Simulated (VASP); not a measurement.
# KSiH (P-6m2) in VASP: a series of runs, part 2 of 2

VASP 6.6.1. Earlier steps stand in the parts before.

## 4. Single point, PBE

This run uses another cell than the first one, of 19.48 Å³/atom.

INCAR

```
PREC = Accurate
ENCUT = 500
EDIFF = 1E-6
ISMEAR = 0
SIGMA = 0.1
LREAL = False
LASPH = True
NELM = 120
ALGO = Normal
ISIF = 2
LWAVE = False
LCHARG = False
GGA = PE
NBANDS = 14
GGA_COMPAT = False
```

KPOINTS

```
regular mesh
0
Gamma
  18 18 8
```

POSCAR

```
KSiH
1.0
    3.4735995431      0.0000000024      0.0000000000
   -1.7367997736      3.0082254457      0.0000000000
    0.0000000000      0.0000000000      5.5940001635
K Si H
1 1 1
Direct
    0.0000000000      0.0000000000      0.0000000000
    0.3333333333      0.6666666667      0.5000000000
    0.6666666667      0.3333333333      0.5000000000
```

Potentials or basis: VASP PAW PBE potentials, release 64 (K_sv, Si, H).

Run with:

```
cat potpaw_PBE.64/K_sv/POTCAR potpaw_PBE.64/Si/POTCAR potpaw_PBE.64/H/POTCAR > POTCAR
mpirun -np 1 vasp_std > vasp.out
```

OUTCAR:

```text
PREC = Accurate
   ENCUT = 500
   EDIFF = 1E-6
   ISMEAR = 0
   LREAL = False
   LASPH = True
   NELM = 120
   ISIF = 2
   GGA = PE

 ion  position               nearest neighbor table
   1  0.000  0.000  0.000-   2 3.44   2 3.44   2 3.44   2 3.44   2 3.44   2 3.44
   2  0.333  0.667  0.500-   3 2.01   3 2.01   3 2.01   1 3.44   1 3.44   1 3.44   1 3.44   1 3.44
                             1 3.44
   3  0.667  0.333  0.500-   2 2.01   2 2.01   2 2.01

  LATTYP: Found a hexagonal cell.
 ALAT       =     3.4735995431
 C/A-ratio  =     1.6104332391

  Lattice vectors:

 A1 = (   3.4735995431,   0.0000000024,   0.0000000000)
 A2 = (  -1.7367997736,   3.0082254457,   0.0000000000)
 A3 = (   0.0000000000,   0.0000000000,   5.5940001635)

Analysis of symmetry for initial positions (statically):
=====================================================================
 Subroutine PRICEL returns:
 Original cell was already a primitive cell.

 Routine SETGRP: Setting up the symmetry group for a
 hexagonal supercell.

 Subroutine GETGRP returns: Found 12 space group operations
 (whereof 12 operations were pure point group operations)
 out of a pool of 24 trial point group operations.

The static configuration has the point symmetry D_3h.

Analysis of symmetry for dynamics (positions and initial velocities):
=====================================================================
 Subroutine PRICEL returns:
 Original cell was already a primitive cell.

 Routine SETGRP: Setting up the symmetry group for a
 hexagonal supercell.

 Subroutine GETGRP returns: Found 12 space group operations
 (whereof 12 operations were pure point group operations)
 out of a pool of 24 trial point group operations.

The dynamic configuration has the point symmetry D_3h.

 Subroutine INISYM returns: Found 12 space group operations
 (whereof 12 operations are pure point group operations),
 and found     1 'primitive' translations

----------------------------------------------------------------------------------------

                                     Primitive cell

  volume of cell :      58.4538

  direct lattice vectors                    reciprocal lattice vectors
     3.473599543  0.000000002  0.000000000     0.287885805  0.166210947  0.000000000
    -1.736799774  3.008225446  0.000000000    -0.000000000  0.332421894  0.000000000
     0.000000000  0.000000000  5.594000163     0.000000000  0.000000000  0.178762955

  length of vectors
     3.473599543  3.473599543  5.594000163     0.332421894  0.332421894  0.178762955

  position of ions in fractional coordinates (direct lattice)
     0.000000000  0.000000000  0.000000000
     0.333333333  0.666666667  0.500000000
     0.666666667  0.333333333  0.500000000

  ion indices of the primitive-cell ions
   primitive index   ion index
                 1           1
                 2           2
                 3           3

----------------------------------------------------------------------------------------

 KPOINTS: regular mesh

Automatic generation of k-mesh.
 Grid dimensions read from file:
 generate k-points for:   18   18    8

 Generating k-lattice:

  Cartesian coordinates                     Fractional coordinates (reciprocal lattice)
     0.015993656  0.009233942  0.000000000     0.055555556  0.000000000  0.000000000
[... 46 lines left out ...]
   ions per type =               1   1   1
   NGX,Y,Z   is equivalent  to a cutoff of  13.40, 13.40, 12.48 a.u.
   NGXF,Y,Z  is equivalent  to a cutoff of  26.80, 26.80, 24.96 a.u.
 SYSTEM =  unknown system
   PREC   = accura    normal or accurate (medium, high low for compatibility)
   ISTART =      0    job   : 0-new  1-cont  2-samecut
   ICHARG =      2    charge: 1-file 2-atom 10-const
   ISPIN  =      1    spin polarized calculation?
   LNONCOLLINEAR =      F non collinear calculations
   LSORBIT =      F    spin-orbit coupling
   LASPH  =      T    aspherical Exc in radial PAW
   ENCUT  =  500.0 eV  36.75 Ry    6.06 a.u.   6.33  6.33 10.20*2*pi/ulx,y,z
   NELM   =    120;   NELMIN=  2; NELMDL= -5     # of ELM steps
   EDIFF  = 0.1E-05   stopping-criterion for ELM
   LREAL  =      F    real-space projection
   EDIFFG = 0.1E-04   stopping-criterion for IOM
   NSW    =      0    number of steps for IOM
   IBRION =     -1    ionic relax: 0-MD 1-quasi-New 2-CG
   NFREE  =      0    steps in history (QN), initial steepest desc. (CG)
   ISIF   =      2    stress and relaxation
   ISYM   =      2    0-nonsym 1-usesym 2-fastsym
   POTIM  = 0.5000    time-step for ionic-motion
   TEBEG  =    0.0;   TEEND  =   0.0 temperature during run
   PSTRESS=    0.0 pullay stress
   NELECT =      14.0000    total number of electrons
   NUPDOWN=      -1.0000    fix difference up-down
   EMIN   =  10.00;   EMAX   =-10.00  energy-range for DOS
   EFERMI =   0.00;   METHOD = LEGACY
   ISMEAR =     0;   SIGMA  =   0.10  broadening in eV -4-tet -1-fermi 0-gaus
   EFERMI_NEDOS =   21; number of points for ismear=-14 and -15
   IALGO  =     38    algorithm
   IMIX   =      4    mixing-type and parameters
     AMIX     =   0.40;   BMIX     =  1.00
     AMIX_MAG =   1.60;   BMIX_MAG =  1.00
  volume/ion in A,a.u.               =      19.48       131.49
  Fermi-wavevector in a.u.,A,eV,Ry     =   1.016670  1.921228 14.063223  1.033618
  Thomas-Fermi vector in A             =   2.150027
   LORBIT       =      0    0 simple, 1 ext, 2 COOP (PROOUT), +10 PAW based schemes
   GGA     = PE    functional components
   LHFCALC =     F    Hartree Fock is set to
   AEXX    =    0.0000 exact exchange contribution
   IVDW    =     0    specifies the selected vdW correction
   LEPSILON=     F    determine dielectric tensor
   LRPA    =     F    only Hartree local field effects (RPA)
 non-spin polarized calculation
 Gauss-broadening in eV      SIGMA  =   0.10
  energy-cutoff  :      500.00
  volume of cell :       58.45
 maximum number of plane-waves:      1508
 NGX is ok and might be reduce to    28
   NGX = 13   NGY = 13   NGZ = 21

 number of electron      14.0000000 magnetization

 Free energy of the ion-electron system (eV)
  ---------------------------------------------------
  ext. energy  EPLUGINS =         0.00000000
  ---------------------------------------------------
  free energy    TOTEN  =        -8.12523106 eV

  energy without entropy =       -8.11691039  energy(sigma->0) =       -8.12107073

 E-fermi :   2.8172     XC(G=0):  -8.6281

 val. band max:        2.8058030969   @ k =   0.3889   0.1667   0.0000
 cond. band min:       2.8279320588   @ k =   0.2778   0.1667   0.2500
 fundamental gap:      0.0221289619
 Fermi energy:         2.8171950158

 k-point     1 :       0.0000    0.0000    0.0000
  band No.  band energies     occupation
      1     -28.4296      2.00000
      2     -11.8568      2.00000
      3     -11.6098      2.00000
      4     -11.6098      2.00000
      5      -6.9626      2.00000
      6       1.4682      2.00000
      7       3.0597      0.00061
      8       5.9252      0.00000
      9       6.6328      0.00000
     10       6.6328      0.00000
     11       9.1702      0.00000
     12       9.1702      0.00000
     13       9.7062      0.00000
     14      10.8473      0.00000
[... 377 lines left out ...]
      1     -28.3168      2.00000
      2     -12.3592      2.00000
      3     -11.8397      2.00000
      4     -11.6865      2.00000
      5      -4.0910      2.00000
      6      -1.8111      2.00000
      7       2.6662      1.96728
      8       3.1479      0.00000
      9       5.8808      0.00000
     10       6.6752      0.00000
     11       7.2638      0.00000
     12       8.0563      0.00000
     13       9.3811      0.00000
     14      11.5140      0.00000

 [... further k-points ...]

------------------------ aborting loop because EDIFF is reached ----------------------------------------

  FORCE on cell =-STRESS in cart. coord.  units (eV):
  Direction    XX          YY          ZZ          XY          YZ          ZX
  --------------------------------------------------------------------------------------
  -------------------------------------------------------------------------------------
  Total       -0.0021319     -0.0021319      0.0090475     -0.0000000     -0.0000000      0.0000000
  in kB       -0.0584334     -0.0584334      0.2479861     -0.0000000     -0.0000000      0.0000000
  external PRESSURE =       0.0437064 kB  Pullay stress =       0.0000000 kB

 VOLUME and BASIS-vectors are now :
 -----------------------------------------------------------------------------
  energy-cutoff  :      500.00
  volume of cell :       58.45
      direct lattice vectors                 reciprocal lattice vectors
     3.473599543  0.000000002  0.000000000     0.287885805  0.166210947  0.000000000
    -1.736799774  3.008225446  0.000000000    -0.000000000  0.332421894  0.000000000
     0.000000000  0.000000000  5.594000163     0.000000000  0.000000000  0.178762955

 POSITION                                       TOTAL-FORCE (eV/Angst)
 -----------------------------------------------------------------------------------
      0.00000      0.00000      0.00000         0.000000      0.000000      0.000000
     -0.00000      2.00548      2.79700        -0.000000      0.000000      0.000000
      1.73680      1.00274      2.79700         0.000000     -0.000000      0.000000
 -----------------------------------------------------------------------------------
    total drift:                               -0.000000      0.000000      0.000000

  FREE ENERGIE OF THE ION-ELECTRON SYSTEM (eV)
  ---------------------------------------------------
  free  energy   TOTEN  =        -8.1252310607 eV

  energy  without entropy=       -8.1169103906  energy(sigma->0) =       -8.12107073
```

Wall time 2.9 min (1 thread of Oxide Virtual Turin-like, shared host); peak memory 0.25 GiB.

Results:

```
Free energy            : -8.1252 eV
Pressure               : 0.0 GPa
Band gap on the k mesh : zero (bands 7 and 8 overlap by 2.95 eV)
```

## 5. Relaxation of cell and atoms, PBE

This run uses another cell than the first one, of 19.38 Å³/atom.

INCAR

```
SYSTEM = KSiH
ALGO = Normal ; EDIFF = 1E-7
EDIFFG = -0.01 ; ENCUT = 500
GGA = PE ; GGA_COMPAT = .False.
IBRION = 2 ; ISIF = 3
ISMEAR = 0 ; LASPH = .True.
LCHARG = .False. ; LREAL = .False.
LWAVE = .False. ; NELM = 120
NELMIN = 4 ; NSW = 100
PREC = Accurate ; SIGMA = 0.1
```

KPOINTS

```
k-points
0
Gamma
  18 18 8
  0 0 0
```

POSCAR

```
KSiH
1.0
    3.4616475532      0.0000000024      0.0000000000
   -1.7308237787      2.9978747189      0.0000000000
    0.0000000000      0.0000000000      5.6026101597
K Si H
1 1 1
Direct
    0.0000000000      0.0000000000      0.0000000000
    0.3333333333      0.6666666667      0.5000000000
    0.6666666667      0.3333333333      0.5000000000
```

Run with:

```
cat potpaw_PBE.64/K_sv/POTCAR potpaw_PBE.64/Si/POTCAR potpaw_PBE.64/H/POTCAR > POTCAR
mpirun -np 1 vasp_std > vasp.out
```

It took 3.7 min on 1 thread of Oxide Virtual Turin-like, shared host; peak memory 0.25 GiB.

The run converged. Its results:

- Free energy: -8.1251 eV
- Relaxed volume: 19.49 Å³/atom
- Relaxed cell: a = 3.473 Å, b = 3.473 Å, c = 5.598 Å, α = 90.00°, β = 90.00°, γ = 120.00°
- Space group after relaxing (to 0.1 Å): P-6m2 (No. 187)
- Energy gained by relaxing: 0.1 meV/atom
- Ionic steps: 3
- Pressure after relaxing: 0.0 GPa
- Band gap on the k mesh: zero (bands 7 and 8 overlap by 2.95 eV)

The path:
```
step  energy change (eV)  largest force (eV/Å)  pressure (GPa)  volume (Å³)
   1              0.0000                0.0000            0.13        58.14
   2             -0.0002                0.0000            0.07        58.28
   3             -0.0003                0.0000           -0.01        58.47
```

Final structure:
```xyz
3
Lattice="3.4728 0.0000 0.0000 -1.7364 3.0075 0.0000 0.0000 0.0000 5.5985" Properties=species:S:1:pos:R:3 pbc="T T T"
K     0.0000    0.0000    0.0000
Si    0.0000    2.0050    2.7992
H     1.7364    1.0025    2.7992
```

Levels at points of the mesh, in eV from the Fermi level:
```tsv
k point	band 5	band 6	band 7	band 8	band 9	band 10
(0.00, 0.00, 0.00)	-9.78	-1.35	0.24	3.11	3.82	3.82
(0.50, 0.00, 0.00)	-6.76	-5.03	-0.18	2.05	2.34	3.18
(0.00, 0.00, 0.50)	-9.52	-2.81	2.62	2.79	3.96	3.96
(0.50, 0.00, 0.50)	-6.86	-4.84	-0.06	1.86	2.12	2.92
```

## 6. Relaxation of cell and atoms, PBE

INCAR

```
SYSTEM = KSiH
  ALGO = Normal
  EDIFF = 1E-7
  EDIFFG = -0.01
  ENCUT = 500
  GGA = PE
  GGA_COMPAT = .FALSE.
  IBRION = 2
  ISIF = 3
  ISMEAR = 0
  LASPH = .TRUE.
  LCHARG = .FALSE.
  LREAL = .FALSE.
  LWAVE = .FALSE.
  NELM = 120
  NELMIN = 4
  NSW = 100
  PREC = Accurate
  SIGMA = 0.1
```

KPOINTS

```
k-points
0
G
  12 12 10
  0 0 0
```

POSCAR

```
KSiH
1.0
    4.1655266100      0.0000000000      0.0000000000
   -2.0827633100      3.6074518700      0.0000000000
    0.0000000000      0.0000000000      4.4337036000
K Si H
1 1 1
Direct
    0.0000000000      0.0000000000      0.0000000000
    0.3333333300      0.6666666700      0.5000000000
    0.6666666700      0.3333333300      0.5000000000
```

Potentials or basis: VASP PAW PBE potentials, release 64 (K_sv, Si, H).

Run with:

```
cat potpaw_PBE.64/K_sv/POTCAR potpaw_PBE.64/Si/POTCAR potpaw_PBE.64/H/POTCAR > POTCAR
mpirun -np 1 vasp_std > vasp.out
```

OUTCAR:

```text
SYSTEM = KSiH
   EDIFF = 1E-7
   EDIFFG = -0.01
   ENCUT = 500
   GGA = PE
   IBRION = 2
   ISIF = 3
   ISMEAR = 0
   LASPH = .TRUE.
   LREAL = .FALSE.
   NELM = 120
   NELMIN = 4
   NSW = 100
   PREC = Accurate

 ion  position               nearest neighbor table
   1  0.000  0.000  0.000-   2 3.27   2 3.27   2 3.27   2 3.27   2 3.27   2 3.27
   2  0.333  0.667  0.500-   1 3.27   1 3.27   1 3.27   1 3.27   1 3.27   1 3.27
   3  0.667  0.333  0.500-

  LATTYP: Found a hexagonal cell.
 ALAT       =     4.1655266100
 C/A-ratio  =     1.0643800929

  Lattice vectors:

 A1 = (   4.1655266100,   0.0000000000,   0.0000000000)
 A2 = (  -2.0827633100,   3.6074518700,   0.0000000000)
 A3 = (   0.0000000000,   0.0000000000,   4.4337036000)

Analysis of symmetry for initial positions (statically):
=====================================================================
 Subroutine PRICEL returns:
 Original cell was already a primitive cell.

 Routine SETGRP: Setting up the symmetry group for a
 hexagonal supercell.

 Subroutine GETGRP returns: Found 12 space group operations
 (whereof 12 operations were pure point group operations)
 out of a pool of 24 trial point group operations.

The static configuration has the point symmetry D_3h.

Analysis of symmetry for dynamics (positions and initial velocities):
=====================================================================
 Subroutine PRICEL returns:
[... 278 lines left out ...]
      1     -28.2499      2.00000
      2     -11.3535      2.00000
      3      -9.9999      2.00000
      4      -9.9999      2.00000
      5      -7.9395      2.00000
      6       1.9281      2.00000
      7       4.5262      2.00000
      8       7.5618      0.00000
      9      10.3315      0.00000
     10      10.3315      0.00000
     11      13.7430      0.00000
[... 310 lines left out ...]
  band No.  band energies     occupation
      1     -27.6875      2.00000
      2     -12.3742      2.00000
      3     -10.8229      2.00000
      4     -10.5104      2.00000
      5      -5.5271      2.00000
      6       2.6198      2.00000
      7       3.6878      2.00000
      8       6.4410      0.00000
      9       8.2931      0.00000
     10       9.5108      0.00000
     11      10.1349      0.00000

 [... further k-points ...]

[... ionic steps 4 to 9 ...]

--------------------------------------- Ionic step       10  -------------------------------------------

 number of electron      13.9999996 magnetization

------------------------ aborting loop because EDIFF is reached ----------------------------------------
[... 69 lines left out ...]
--------------------------------------- Ionic step       12  -------------------------------------------

 number of electron      13.9999996 magnetization

 Free energy of the ion-electron system (eV)
  ---------------------------------------------------
  ext. energy  EPLUGINS =         0.00000000
  ---------------------------------------------------
  free energy    TOTEN  =        -8.12116490 eV

  energy without entropy =       -8.11388264  energy(sigma->0) =       -8.11752377

 E-fermi :   2.8568     XC(G=0):  -8.6504

 val. band max:        2.8550420651   @ k =   0.4167   0.1667   0.0000
 cond. band min:       2.8751107095   @ k =   0.1667   0.0000   0.1000
 fundamental gap:      0.0200686444
 Fermi energy:         2.8567680718

 k-point     1 :       0.0000    0.0000    0.0000
  band No.  band energies     occupation
      1     -28.3864      2.00000
      2     -11.8147      2.00000
      3     -11.5580      2.00000
      4     -11.5580      2.00000
      5      -6.9917      2.00000
      6       1.4829      2.00000
      7       3.0945      0.00077
      8       5.9737      0.00000
      9       6.6912      0.00000
     10       6.6912      0.00000
     11       9.2212      0.00000
[... 352 lines left out ...]
  FREE ENERGIE OF THE ION-ELECTRON SYSTEM (eV)
  ---------------------------------------------------
  free  energy   TOTEN  =        -8.1211648980 eV

  energy  without entropy=       -8.1138826416  energy(sigma->0) =       -8.11752377

 reached required accuracy - stopping structural energy minimisation
```

CONTCAR:

```text
KSiH
   1.00000000000000
     3.4637436433409605    0.0000000010388966   -0.0000000000000000
    -1.7318718249283995    2.9996899894518481    0.0000000000000000
     0.0000000000000000   -0.0000000000000000    5.5952168152536199
  K               Si              H
     1     1     1
Direct
     0.0000000000000000    0.0000000000000000    0.0000000000000000
     0.3333333300000021    0.6666666699999979    0.5000000000000000
     0.6666666699999979    0.3333333300000021    0.5000000000000000

  0.00000000E+00  0.00000000E+00  0.00000000E+00
  0.00000000E+00  0.00000000E+00  0.00000000E+00
  0.00000000E+00  0.00000000E+00  0.00000000E+00
```

Wall time 9.3 min (1 thread of Oxide Virtual Turin-like, shared host); peak memory 0.22 GiB.

What came out:

```
Free energy                           : -8.1212 eV
Relaxed volume                        : 19.38 Å³/atom
Relaxed cell                          : a = 3.464 Å, b = 3.464 Å, c = 5.595 Å, α = 90.00°, β = 90.00°, γ = 120.00°
Space group after relaxing (to 0.1 Å) : P-6m2 (No. 187)
Energy gained by relaxing             : 193.7 meV/atom
Ionic steps                           : 12
Pressure after relaxing               : 0.0 GPa
Band gap on the k mesh                : zero (bands 7 and 8 overlap by 2.82 eV)
```

Step by step:
```
step  energy change (eV)  largest force (eV/Å)  pressure (GPa)  volume (Å³)
   1              0.0000                0.0000           -0.52        66.62
   2             -0.0480                0.0000           -0.30        65.91
   3             -0.2136                0.0000            0.04        63.51
   4             -0.5205                0.0000            1.04        57.76
   5              0.9115                0.0000           16.57        43.55
   6             -0.5562                0.0000            1.31        56.26
   7             -0.5562                0.0000            2.18        54.29
   8             -0.5637                0.0000            1.81        55.00
   9             -0.5526                0.0000           -0.90        59.77
  10             -0.5771                0.0000            0.50        56.98
  11             -0.5811                0.0000           -0.10        58.34
  12             -0.5812                0.0000           -0.02        58.14
```

Final structure:
```
CELL_PARAMETERS angstrom
3.46374 0.00000 0.00000
-1.73187 2.99969 0.00000
0.00000 0.00000 5.59522
ATOMIC_POSITIONS crystal
K 0.00000 0.00000 0.00000
Si 0.33333 0.66667 0.50000
H 0.66667 0.33333 0.50000
```

Caveat: a cell axis changed by over 15 % at a fixed basis, so the end point is rough.

## 7. The runs side by side

| task | cell | k mesh | gap on the mesh (eV) | pressure (GPa) | relaxed volume (Å³/atom) |
| --- | --- | --- | --- | --- | --- |
| single point | a = 4.166, b = 4.166, c = 4.434 Å, angles 90.0, 90.0, 120.0°, 3 atoms | 6 × 6 × 4 | none | -0.8 | - |
| single point | a = 3.462, b = 3.462, c = 5.603 Å, angles 90.0, 90.0, 120.0°, 3 atoms | 12 × 12 × 10 | none | 0.0 | - |
| single point | a = 3.474, b = 3.474, c = 5.594 Å, angles 90.0, 90.0, 120.0°, 3 atoms | 18 × 18 × 8 | none | 0.0 | - |
| relaxation of cell and atoms | relaxed from a = 3.462, b = 3.462, c = 5.603 Å, angles 90.0, 90.0, 120.0°, 3 atoms | 18 × 18 × 8 | none | 0.0 | 19.49 |
| relaxation of cell and atoms | relaxed from a = 4.166, b = 4.166, c = 4.434 Å, angles 90.0, 90.0, 120.0°, 3 atoms | 12 × 12 × 10 | none | 0.0 | 19.38 |

Alike in all rows: level PBE; potentials or basis VASP PAW PBE potentials, release 64 (K_sv, Si, H); no spin polarisation; cutoff (eV) 500; smearing gaussian 0.1 eV.

Caveats: the stress differs along the axes, from -3 to 3 GPa (at least some runs); a cell axis changed by over 15 % at a fixed basis, so the end point is rough (at least some runs).

Absolute energies hang on the potentials; compare differences alone.

The gap in the log of VASP goes by the Fermi energy; the results here count the filled bands.